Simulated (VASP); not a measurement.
# Ru (R-3m) in VASP: further runs

Runs on Ru. Level: PBE. Tasks: single point.

Everything below comes from runs of VASP 6.6.1. Logs are shortened: lines on timing, memory, paths and dates and some standing lists are left out, and cuts for length are marked.

## Step 1: The cell of the first run

Symmetry: R-3m, No. 166, trigonal system. The conventional cell has a = 2.809 Å, b = 2.809 Å, c = 6.533 Å, α = 90.00°, β = 90.00°, γ = 120.00°. Within 3.6 Å of Ru (site symmetry -3m) lie 12 Ru at 2.72 to 2.81 Å.

## Step 2: Single point, PBE

Contents of INCAR:

```
PREC = Accurate ; ENCUT = 520
EDIFF = 1E-6 ; ISMEAR = 0
SIGMA = 0.15 ; LREAL = F
LASPH = T ; NELM = 60
ALGO = Fast ; ISIF = 2
LWAVE = F ; LCHARG = F
GGA = PE ; NBANDS = 13
```

Contents of KPOINTS:

```
Automatic mesh
0
Gamma
  20 20 20
```

Contents of POSCAR:

```
Ru
1.0
   -0.0666779414      1.9193721696      1.9193721696
    1.9193721696     -0.0666779414      1.9193721696
    1.9193721696      1.9193721696     -0.0666779414
Ru
1
Direct
    0.0000000000      0.0000000000      0.0000000000
```

Potentials or basis: VASP PAW PBE potentials, release 64 (Ru_pv).

Launch:

```sh
cat potpaw_PBE.64/Ru_pv/POTCAR > POTCAR
mpirun -np 1 vasp_std > vasp.out
```

OUTCAR:

```text
PREC = Accurate
   ENCUT = 520
   EDIFF = 1E-6
   ISMEAR = 0
   LREAL = F
   LASPH = T
   NELM = 60
   ISIF = 2
   GGA = PE

 ion  position               nearest neighbor table
   1  0.000  0.000  0.000-

  LATTYP: Found a trigonal (rhomboedric) cell.
 ALAT       =     2.7152209852
 COS(alpha) =     0.4649799701

  Lattice vectors:

 A1 = (  -0.0666779414,   1.9193721696,   1.9193721696)
 A2 = (   1.9193721696,  -0.0666779414,   1.9193721696)
 A3 = (   1.9193721696,   1.9193721696,  -0.0666779414)

Analysis of symmetry for initial positions (statically):
=====================================================================
 Subroutine PRICEL returns:
 Original cell was already a primitive cell.

 Routine SETGRP: Setting up the symmetry group for a
 trigonal (rhombohedral) supercell.

 Subroutine GETGRP returns: Found 12 space group operations
 (whereof 12 operations were pure point group operations)
 out of a pool of 12 trial point group operations.

The static configuration has the point symmetry D_3d.

Analysis of symmetry for dynamics (positions and initial velocities):
=====================================================================
 Subroutine PRICEL returns:
 Original cell was already a primitive cell.

 Routine SETGRP: Setting up the symmetry group for a
 trigonal (rhombohedral) supercell.

 Subroutine GETGRP returns: Found 12 space group operations
 (whereof 12 operations were pure point group operations)
 out of a pool of 12 trial point group operations.

The dynamic configuration has the point symmetry D_3d.

 Subroutine INISYM returns: Found 12 space group operations
 (whereof 12 operations are pure point group operations),
 and found     1 'primitive' translations

----------------------------------------------------------------------------------------

                                     Primitive cell

  volume of cell :      14.8785

  direct lattice vectors                    reciprocal lattice vectors
    -0.066677941  1.919372170  1.919372170    -0.247305752  0.256206216  0.256206216
     1.919372170 -0.066677941  1.919372170     0.256206216 -0.247305752  0.256206216
     1.919372170  1.919372170 -0.066677941     0.256206216  0.256206216 -0.247305752

  length of vectors
     2.715220985  2.715220985  2.715220985     0.438683696  0.438683696  0.438683696

  position of ions in fractional coordinates (direct lattice)
     0.000000000  0.000000000  0.000000000

  ion indices of the primitive-cell ions
   primitive index   ion index
                 1           1

----------------------------------------------------------------------------------------

 KPOINTS: Automatic mesh

Automatic generation of k-mesh.
 Grid dimensions read from file:
 generate k-points for:   20   20   20

 Generating k-lattice:

  Cartesian coordinates                     Fractional coordinates (reciprocal lattice)
    -0.012365288  0.012810311  0.012810311     0.050000000 -0.000000000 -0.000000000
     0.012810311 -0.012365288  0.012810311    -0.000000000  0.050000000 -0.000000000
     0.012810311  0.012810311 -0.012365288    -0.000000000 -0.000000000  0.050000000

  Length of vectors
     0.021934185  0.021934185  0.021934185

  Shift w.r.t. Gamma in fractional coordinates (k-lattice)
     0.000000000  0.000000000  0.000000000

 Subroutine IBZKPT returns following result:
 ===========================================

 Found    781 irreducible k-points:

 Following reciprocal coordinates:
            Coordinates               Weight
  0.000000  0.000000  0.000000      1.000000
  0.050000 -0.000000 -0.000000      6.000000
  0.100000  0.000000  0.000000      6.000000
  0.150000  0.000000  0.000000      6.000000
  0.200000  0.000000  0.000000      6.000000
  0.250000  0.000000  0.000000      6.000000
[... 16 lines left out ...]
 -0.400000  0.050000  0.000000     12.000000
 -0.350000  0.050000  0.000000     12.000000
 [... further k-points ...]
   k-points           NKPTS =    781   k-points in BZ     NKDIM =    781   number of bands    NBANDS=     13
   number of dos      NEDOS =    301   number of ions     NIONS =      1
   total plane-waves  NPLWV =   8000
   dimension x,y,z NGX =    20 NGY =   20 NGZ =   20
   dimension x,y,z NGXF=    40 NGYF=   40 NGZF=   40
   ions per type =               1
   NGX,Y,Z   is equivalent  to a cutoff of  12.25, 12.25, 12.25 a.u.
   NGXF,Y,Z  is equivalent  to a cutoff of  24.49, 24.49, 24.49 a.u.
 SYSTEM =  unknown system
   PREC   = accura    normal or accurate (medium, high low for compatibility)
   ISTART =      0    job   : 0-new  1-cont  2-samecut
   ICHARG =      2    charge: 1-file 2-atom 10-const
   ISPIN  =      1    spin polarized calculation?
   LNONCOLLINEAR =      F non collinear calculations
   LSORBIT =      F    spin-orbit coupling
   LASPH  =      T    aspherical Exc in radial PAW
   ENCUT  =  520.0 eV  38.22 Ry    6.18 a.u.   5.05  5.05  5.05*2*pi/ulx,y,z
   NELM   =     60;   NELMIN=  2; NELMDL= -5     # of ELM steps
   EDIFF  = 0.1E-05   stopping-criterion for ELM
   LREAL  =      F    real-space projection
   EDIFFG = 0.1E-04   stopping-criterion for IOM
   NSW    =      0    number of steps for IOM
   IBRION =     -1    ionic relax: 0-MD 1-quasi-New 2-CG
   NFREE  =      0    steps in history (QN), initial steepest desc. (CG)
   ISIF   =      2    stress and relaxation
   ISYM   =      2    0-nonsym 1-usesym 2-fastsym
   POTIM  = 0.5000    time-step for ionic-motion
   TEBEG  =    0.0;   TEEND  =   0.0 temperature during run
   PSTRESS=    0.0 pullay stress
   NELECT =      14.0000    total number of electrons
   NUPDOWN=      -1.0000    fix difference up-down
   EMIN   =  10.00;   EMAX   =-10.00  energy-range for DOS
   EFERMI =   0.00;   METHOD = LEGACY
   ISMEAR =     0;   SIGMA  =   0.15  broadening in eV -4-tet -1-fermi 0-gaus
   EFERMI_NEDOS =   21; number of points for ismear=-14 and -15
   IALGO  =     68    algorithm
   IMIX   =      4    mixing-type and parameters
     AMIX     =   0.40;   BMIX     =  1.00
     AMIX_MAG =   1.60;   BMIX_MAG =  1.00
  volume/ion in A,a.u.               =      14.88       100.41
  Fermi-wavevector in a.u.,A,eV,Ry     =   1.604221  3.031539 35.014945  2.573526
  Thomas-Fermi vector in A             =   2.700760
   LORBIT       =      0    0 simple, 1 ext, 2 COOP (PROOUT), +10 PAW based schemes
   GGA     = PE    functional components
   LHFCALC =     F    Hartree Fock is set to
   AEXX    =    0.0000 exact exchange contribution
   IVDW    =     0    specifies the selected vdW correction
   LEPSILON=     F    determine dielectric tensor
   LRPA    =     F    only Hartree local field effects (RPA)
 non-spin polarized calculation
 RMM-DIIS sequential band-by-band and
 Gauss-broadening in eV      SIGMA  =   0.15
  energy-cutoff  :      520.00
  volume of cell :       14.88
 maximum number of plane-waves:       413
   NGX = 11   NGY = 11   NGZ = 11

 number of electron      14.0000005 magnetization

 Free energy of the ion-electron system (eV)
  ---------------------------------------------------
  ext. energy  EPLUGINS =         0.00000000
  ---------------------------------------------------
  free energy    TOTEN  =        -9.02945679 eV

  energy without entropy =       -9.01388528  energy(sigma->0) =       -9.02167103

 E-fermi :  11.1728     XC(G=0): -13.5540

 val. band max:       11.1707359042   @ k =  -0.3500   0.5000   0.2000
 cond. band min:      11.1734824735   @ k =  -0.4000   0.4500   0.2000
 fundamental gap:      0.0027465693
 Fermi energy:        11.1727812126

 k-point     1 :       0.0000    0.0000    0.0000
  band No.  band energies     occupation
      1     -31.2648      2.00000
      2     -31.2648      2.00000
      3     -31.1990      2.00000
      4       3.7986      2.00000
      5       8.6567      2.00000
      6       8.6567      2.00000
      7       9.3679      2.00000
      8      11.0770      1.63330
      9      11.0770      1.63330
     10      21.8275      0.00000
     11      26.2265      0.00000
     12      31.0146      0.00000
     13      31.0146      0.00000

 k-point     2 :       0.0500   -0.0000   -0.0000
  band No.  band energies     occupation
      1     -31.2818      2.00000
      2     -31.2667      2.00000
      3     -31.2042      2.00000
      4       3.8940      2.00000
      5       8.6314      2.00000
      6       8.6862      2.00000
      7       9.3920      2.00000
      8      11.0555      1.73132
      9      11.0578      1.72174
     10      21.8275      0.00000
     11      26.3717      0.00000
     12      30.5908      0.00000
     13      31.1732      0.00000

 k-point     3 :       0.1000    0.0000    0.0000
  band No.  band energies     occupation
      1     -31.3344      2.00000
      2     -31.2723      2.00000
      3     -31.2159      2.00000
      4       4.1706      2.00000
      5       8.5534      2.00000
      6       8.7638      2.00000
      7       9.4709      2.00000
      8      11.0061      1.88401
      9      11.0147      1.86381
     10      21.8275      0.00000
     11      26.7724      0.00000
     12      29.5556      0.00000
     13      31.6387      0.00000
[... 305 lines left out ...]
 k-point    23 :      -0.4000    0.0500    0.0000
  band No.  band energies     occupation
      1     -31.9627      2.00000
      2     -31.3530      2.00000
      3     -31.3146      2.00000
      4       5.8696      2.00000
      5       8.5327      2.00000
      6       9.3144      2.00000
      7      10.7775      1.99981
      8      12.3030      0.00000
      9      12.8315      0.00000
     10      21.0183      0.00000
     11      21.8299      0.00000
     12      26.4030      0.00000
     13      31.2239      0.00000

 k-point    24 :      -0.3500    0.0500    0.0000
  band No.  band energies     occupation
      1     -31.8890      2.00000
      2     -31.3473      2.00000
      3     -31.3020      2.00000
      4       5.9133      2.00000
      5       8.6388      2.00000
      6       9.4032      2.00000
      7      10.0014      2.00000
      8      11.9222      0.00000
      9      12.4375      0.00000
     10      21.8244      0.00000
     11      22.3409      0.00000
     12      26.8475      0.00000
     13      31.8508      0.00000

 [... further k-points ...]

------------------------ aborting loop because EDIFF is reached ----------------------------------------

  FORCE on cell =-STRESS in cart. coord.  units (eV):
  Direction    XX          YY          ZZ          XY          YZ          ZX
  --------------------------------------------------------------------------------------
  -------------------------------------------------------------------------------------
  Total       -1.6646686     -1.6646686     -1.6646686      0.6013065      0.6013065      0.6013065
  in kB     -179.2580423   -179.2580423   -179.2580423     64.7510404     64.7510404     64.7510404
  external PRESSURE =    -179.2580423 kB  Pullay stress =       0.0000000 kB

 VOLUME and BASIS-vectors are now :
 -----------------------------------------------------------------------------
  energy-cutoff  :      520.00
  volume of cell :       14.88
      direct lattice vectors                 reciprocal lattice vectors
    -0.066677941  1.919372170  1.919372170    -0.247305752  0.256206216  0.256206216
     1.919372170 -0.066677941  1.919372170     0.256206216 -0.247305752  0.256206216
     1.919372170  1.919372170 -0.066677941     0.256206216  0.256206216 -0.247305752

 POSITION                                       TOTAL-FORCE (eV/Angst)
 -----------------------------------------------------------------------------------
      0.00000      0.00000      0.00000        -0.000000      0.000000     -0.000000
 -----------------------------------------------------------------------------------
    total drift:                                0.000000      0.000000      0.000000

  FREE ENERGIE OF THE ION-ELECTRON SYSTEM (eV)
  ---------------------------------------------------
  free  energy   TOTEN  =        -9.0294567885 eV

  energy  without entropy=       -9.0138852806  energy(sigma->0) =       -9.02167103
```

Run time: 94 s. Hardware: 1 thread of Intel Xeon Platinum 8488C (Sapphire Rapids), shared host; peak memory 0.24 GiB.

Results:

* Free energy: -9.0295 eV
* Pressure: -17.9 GPa
* Band gap on the k mesh: zero (band 7 reaches 13.07 eV, above the bottom of band 8 at 10.06 eV)

Levels at points of the mesh, in eV from the Fermi level:
| k point | band 4 | band 5 | band 6 | band 7 | band 8 | band 9 | band 10 | band 11 |
| --- | --- | --- | --- | --- | --- | --- | --- | --- |
| (0.00, 0.00, 0.00) | -7.37 | -2.52 | -2.52 | -1.80 | -0.10 | -0.10 | 10.65 | 15.05 |
| (0.50, 0.00, 0.00) | -5.42 | -2.69 | -1.94 | 0.81 | 1.22 | 1.63 | 8.75 | 10.66 |
| (0.50, 0.50, 0.00) | -5.62 | -5.19 | 1.37 | 1.90 | 2.02 | 3.41 | 10.65 | 12.24 |
| (0.50, 0.50, 0.50) | -5.42 | -2.48 | -2.48 | 1.51 | 1.64 | 1.64 | 9.73 | 10.66 |

## Step 3: Single point, PBE

This run uses another cell than the first one, of the same volume but with other edges.

Contents of INCAR:

```
PREC = Accurate
ENCUT = 520
EDIFF = 1E-6
ISMEAR = 0
SIGMA = 0.15
LREAL = F
LASPH = T
NELM = 80
ALGO = Fast
ISIF = 2
LWAVE = F
LCHARG = F
GGA = PE
NBANDS = 13
```

KPOINTS is that of step 2.

Contents of POSCAR:

```
Ru
1.0
    0.0666779414      1.9860501110      1.9860501110
    1.9860501110      0.0666779414      1.9860501110
    1.9860501110      1.9860501110      0.0666779414
Ru
1
Direct
    0.0000000000      0.0000000000      0.0000000000
```

Potentials or basis: VASP PAW PBE potentials, release 64 (Ru_pv).

Launch:

```sh
cat potpaw_PBE.64/Ru_pv/POTCAR > POTCAR
mpirun -np 1 vasp_std > vasp.out
```

OUTCAR:

```text
PREC = Accurate
   ENCUT = 520
   EDIFF = 1E-6
   ISMEAR = 0
   LREAL = F
   LASPH = T
   NELM = 80
   ISIF = 2
   GGA = PE

 ion  position               nearest neighbor table
   1  0.000  0.000  0.000-

  LATTYP: Found a trigonal (rhomboedric) cell.
 ALAT       =     2.8094903514
 COS(alpha) =     0.5332726008

  Lattice vectors:

 A1 = (   0.0666779414,   1.9860501110,   1.9860501110)
 A2 = (   1.9860501110,   0.0666779414,   1.9860501110)
 A3 = (   1.9860501110,   1.9860501110,   0.0666779414)

Analysis of symmetry for initial positions (statically):
=====================================================================
 Subroutine PRICEL returns:
 Original cell was already a primitive cell.

 Routine SETGRP: Setting up the symmetry group for a
 trigonal (rhombohedral) supercell.

 Subroutine GETGRP returns: Found 12 space group operations
 (whereof 12 operations were pure point group operations)
 out of a pool of 12 trial point group operations.

The static configuration has the point symmetry D_3d.

Analysis of symmetry for dynamics (positions and initial velocities):
[... 168 lines left out ...]
      1     -31.2950      2.00000
      2     -31.2212      2.00000
      3     -31.2212      2.00000
      4       3.7983      2.00000
      5       8.4871      2.00000
      6       9.0900      2.00000
      7       9.0900      2.00000
      8      11.0776      1.61304
      9      11.0776      1.61304
     10      21.8225      0.00000
     11      26.2071      0.00000
     12      30.5631      0.00000
     13      32.0274      0.00000
[... 354 lines left out ...]
  band No.  band energies     occupation
      1     -31.9270      2.00000
      2     -31.3701      2.00000
      3     -31.3476      2.00000
      4       5.9615      2.00000
      5       8.6646      2.00000
      6       9.3012      2.00000
      7      10.1654      2.00000
      8      11.7267      0.00000
      9      12.7119      0.00000
     10      21.8208      0.00000
     11      22.8358      0.00000
     12      26.7502      0.00000
     13      31.9704      0.00000

 [... further k-points ...]

------------------------ aborting loop because EDIFF is reached ----------------------------------------

  FORCE on cell =-STRESS in cart. coord.  units (eV):
  Direction    XX          YY          ZZ          XY          YZ          ZX
  --------------------------------------------------------------------------------------
  -------------------------------------------------------------------------------------
  Total       -1.6655914     -1.6655914     -1.6655914     -0.5721029     -0.5721029     -0.5721029
  in kB     -179.3538361   -179.3538361   -179.3538361    -61.6050540    -61.6050540    -61.6050540
  external PRESSURE =    -179.3538361 kB  Pullay stress =       0.0000000 kB

 VOLUME and BASIS-vectors are now :
 -----------------------------------------------------------------------------
  energy-cutoff  :      520.00
  volume of cell :       14.88
      direct lattice vectors                 reciprocal lattice vectors
     0.066677941  1.986050111  1.986050111    -0.264802588  0.256201111  0.256201111
     1.986050111  0.066677941  1.986050111     0.256201111 -0.264802588  0.256201111
     1.986050111  1.986050111  0.066677941     0.256201111  0.256201111 -0.264802588

 POSITION                                       TOTAL-FORCE (eV/Angst)
 -----------------------------------------------------------------------------------
      0.00000      0.00000      0.00000         0.000000     -0.000000      0.000000
 -----------------------------------------------------------------------------------
    total drift:                                0.000000     -0.000000     -0.000000

  FREE ENERGIE OF THE ION-ELECTRON SYSTEM (eV)
  ---------------------------------------------------
  free  energy   TOTEN  =        -9.0311149466 eV

  energy  without entropy=       -9.0158028523  energy(sigma->0) =       -9.02345890
```

Wall time 1.8 min (1 thread of Intel Xeon Platinum 8488C (Sapphire Rapids), shared host); peak memory 0.25 GiB.

Results:

```yaml
Free_energy: -9.0311 eV
Pressure: -17.9 GPa
Band_gap_on_the_k_mesh: zero (band 7 reaches 13.08 eV, above the bottom of band 8 at 10.09 eV)
```

(Part 1 of 2 ends here.)
